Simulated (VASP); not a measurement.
Input of a VASP 6.6.1 run:

The input INCAR:

```
  PREC = Accurate
  ENCUT = 520
  EDIFF = 1E-6
  ISMEAR = 0
  SIGMA = 0.1
  LREAL = F
  LASPH = T
  NELM = 150
  ALGO = Fast
  ISIF = 2
  LWAVE = F
  LCHARG = F
  ISPIN = 2
  MAGMOM = 4 4 3 3 3
  LORBIT = 11
  LMAXMIX = 4
  GGA = PE
  NBANDS = 34
```

Contents of KPOINTS:

```
regular mesh
0
Gamma
  6 6 6
```

The input POSCAR:

```
Fe2Co3
1.0
    1.9698444500      1.1372902200      4.0209281400
   -1.9698444500      1.1372902200      4.0209281400
    0.0000000000     -2.2745804400      4.0209281400
Fe Co
2 3
Direct
    0.8000000000      0.8000000000      0.8000000000
    0.2000000000      0.2000000000      0.2000000000
    0.6000000000      0.6000000000      0.6000000000
    0.0000000000      0.0000000000      0.0000000000
    0.4000000000      0.4000000000      0.4000000000
```

Potentials or basis: VASP PAW PBE potentials, release 64 (Fe, Co).

Command:

```sh
$ cat potpaw_PBE.64/Fe/POTCAR potpaw_PBE.64/Co/POTCAR > POTCAR
$ mpirun -np 1 vasp_std > vasp.out
```

Q: Estimate the pressure.

A: 11.0 GPa.

Q: What does it give for the net moment?

A: 10.42 μB per cell.

Forces in eV/Å, atoms in the order of the input:
```
Fe   0.000  0.000 -0.079
Fe   0.000  0.000  0.079
Co   0.000  0.000  0.178
Co   0.000  0.000  0.000
Co   0.000  0.000 -0.178
```
